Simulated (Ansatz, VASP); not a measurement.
**Two plane-wave programs on GaN**

Contents of POSCAR:

```
GaN
1.0
    0.0000000000      2.2535006075      2.2535006075
    2.2535006075      0.0000000000      2.2535006075
    2.2535006075      2.2535006075      0.0000000000
Ga N
1 1
Direct
    0.0000000000      0.0000000000      0.0000000000
    0.7264663882      0.7735336118      0.7500000000
```

File INCAR.step1:

```
SYSTEM = GaN
PREC = Accurate ; ENCUT = 520
ISMEAR = 0 ; SIGMA = 0.05
LREAL = .FALSE. ; LASPH = .TRUE.
NELM = 80 ; NBANDS = 16
GGA = PE ; ALGO = Normal
EDIFF = 1E-4 ; LWAVE = .TRUE.
LCHARG = .FALSE.
```

The input INCAR.step2:

```
SYSTEM = GaN
PREC = Accurate ; ENCUT = 520
EDIFF = 1E-6 ; ISMEAR = 0
SIGMA = 0.05 ; LREAL = .FALSE.
LASPH = .TRUE. ; NELM = 80
ALGO = Normal ; ISIF = 2
LWAVE = .FALSE. ; LCHARG = .FALSE.
METAGGA = R2SCAN ; LMIXTAU = .TRUE.
NBANDS = 16 ; ISTART = 1
```

Contents of KPOINTS:

```
Automatic mesh
0
G
  10 10 10
  0 0 0
```

Input for Ansatz:

```yaml
crystal:
  lattice:
    - [0.0, 2.2535006075, 2.2535006075]
    - [2.2535006075, 0.0, 2.2535006075]
    - [2.2535006075, 2.2535006075, 0.0]
  atoms:
    - { symbol: Ga, position: [0.0, 0.0, 0.0] }
    - { symbol: "N", position: [0.7264663882, 0.7735336118, 0.75] }
basis:
  ecutwfc: 500
kpoints:
  mp_grid: { grid: [10, 10, 10] }
hamiltonian:
  xc: r2scan
scf:
  occupations: { method: gaussian, width: 0.05 }
output:
  forces: true
  stress: true
  eigenvalues: true
```

Change from the starting cell: all N atoms moved +0.075 Å, as atom 2 along Cartesian [1 -1 0].

Alike in both runs: task single point; functional r2SCAN; k mesh 10 × 10 × 10; occupations gaussian, width 0.05 eV; no spin polarisation.

|  | VASP | Ansatz |
| --- | --- | --- |
| version | VASP 6.6.1 | Ansatz 0.2.0 |
| potentials or method | VASP PAW PBE potentials, release 64 (Ga_d, N), cutoff 520 eV | scalar-relativistic, plane waves, PAW |
| valence electrons in the cell | 18 | 18 |

|  | VASP | Ansatz | Ansatz less VASP |
| --- | --- | --- | --- |
| gap on the k mesh at the Fermi level (eV) | 1.99 | 2.00 | +0.006 |
| least direct gap on the mesh (eV) | 1.99 | 2.00 | +0.006 |
| pressure (GPa) | 0.6 | -0.6 | -1.21 |
| traceless stress, the component that is largest in VASP (GPa) | -3.23 | -3.04 | +0.185 |
| rms of the force components (eV/Å) | 0.570 | 0.556 | -0.0136 |

VASP's potentials were made for PBE, not for r2SCAN. Atom by atom the forces differ by 0.014 eV/Å (rms over components). The functional is the same, so the differences come from potentials, cutoffs and numerics.
